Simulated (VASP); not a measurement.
Here is a VASP 6.6.1 calculation.

Contents of INCAR:

```
PREC = Accurate
ENCUT = 500
EDIFF = 1E-6
ISMEAR = 0
SIGMA = 0.1
LREAL = F
LASPH = T
NELM = 120
ALGO = Normal
ISIF = 2
LWAVE = F
LCHARG = T
GGA = PS
LELF = T
LVHAR = T
NBANDS = 22
GGA_COMPAT = F
```

KPOINTS

```
Automatic mesh
0
Gamma
  6 6 6
```

File POSCAR:

```
Rh
1.0
    0.0000000000      2.5064467049      2.5064467049
    2.5064467049      0.0000000000      2.5064467049
    2.5064467049      2.5064467049      0.0000000000
Rh
2
Direct
    0.5000000000      0.5000000000      0.5000000000
    0.7500000000      0.7500000000      0.7500000000
```

Potentials or basis: VASP PAW PBE potentials, release 64 (Rh_pv).

The run is started by

```console
$ cat potpaw_PBE.64/Rh_pv/POTCAR > POTCAR
$ mpirun -np 1 vasp_std > vasp.out
```

Task: Estimate the pressure.

Result: 66.2 GPa.

Task: Predict the band gap on the k mesh.

Result: Zero (band 15 reaches 11.33 eV, above the bottom of band 16 at 9.83 eV).

Caveat: the k points lie up to 0.36 Å⁻¹ apart; the PAW data sets were made with another functional, which shifts forces and pressure a little.
